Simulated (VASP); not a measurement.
**HgTe: single point with PBE**

Crystal: HgTe.

```xyz
2
Lattice="0.0000 3.2701 3.2701 3.2701 0.0000 3.2701 3.2701 3.2701 0.0000" Properties=species:S:1:pos:R:3 pbc="T T T"
Hg    0.0000    0.0000    0.0000
Te    1.6351    1.6351    1.6351
```

| Quantity | Value |
| --- | --- |
| Program | VASP 6.6.1 |
| Task | single point |
| Functional | PBE |
| Potentials or basis | VASP PAW PBE potentials, release 64 (Hg, Te) |
| Cutoff | 520 eV |
| k mesh | 12 × 12 × 12 |
| Occupations | gaussian, width 0.1 eV |
| Spin | no spin polarisation |
| Dipole correction | no |
| Further INCAR settings | ALGO = Normal; EDIFF = 1e-06; NBANDS = 16 |

```
Pressure               : 2.0 GPa
Band gap on the k mesh : zero (filled and empty bands touch)
```

Levels at points of the mesh, in eV from the Fermi level:
```
           k point  band 6  band 7  band 8  band 9  band 10  band 11  band 12  band 13
(0.00, 0.00, 0.00)   -6.73   -0.88   -0.07   -0.07    -0.07     4.23     4.23     4.23
(0.50, 0.00, 0.00)   -6.45   -5.33   -0.98   -0.98     0.64     5.00     5.00     6.80
(0.50, 0.50, 0.00)   -6.32   -5.31   -2.19   -2.19     1.84     2.52     8.03     8.65
```

Run time: 47 s on 1 thread of AMD EPYC 9R45 96-Core Processor (Zen 5) (shared host), peak memory 0.23 GiB.

Caveat: semilocal functionals underestimate gaps, so a narrow gap can read as zero; spin-orbit coupling is left out, which moves the levels of the heavy elements.
